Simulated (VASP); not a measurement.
Here is a VASP 6.6.1 calculation.

Contents of INCAR:

```
SYSTEM = Ga
ALGO     = Normal         ! electronic algorithm
EDIFF    = 1E-7           ! SCF threshold, eV
ENCUT    = 520            ! plane-wave cutoff, eV
GGA      = PE             ! functional
ISIF     = 2              ! what is computed and relaxed
ISMEAR   = 1              ! smearing method
LASPH    = .True.         ! aspherical terms in the spheres
LCHARG   = .False.        ! write CHGCAR
LREAL    = .False.        ! projectors in reciprocal space
LWAVE    = .False.        ! write WAVECAR
NBANDS   = 34             ! bands
NELM     = 60             ! most SCF steps
PREC     = Accurate       ! precision mode
SIGMA    = 1.0            ! smearing width, eV
```

KPOINTS

```
k-points
0
Gamma
  8 8 7
  0 0 0
```

The input POSCAR:

```
Ga
1.0
    2.3107968683     -3.8729233244      0.0000000000
    2.3107968683      3.8729233244      0.0000000000
    0.0000000000      0.0000000000      4.5463111460
Ga
4
Direct
    0.8442122196      0.1557877804      0.0839449706
    0.6557877804      0.3442122196      0.5839449706
    0.1557877804      0.8442122196      0.9160550294
    0.3442122196      0.6557877804      0.4160550294
```

Potentials or basis: VASP PAW PBE potentials, release 64 (Ga_d).

Launch:

```console
$ cat potpaw_PBE.64/Ga_d/POTCAR > POTCAR
$ mpirun -np 1 vasp_std > vasp.out
```

(1) Predict the largest force.

(2) Predict the band gap on the k mesh.

Answers

(1) 0.047 eV/Å.

(2) zero (bands 26 and 27 overlap by 0.88 eV).

Caveat: so wide a smearing shifts energies and pressures.
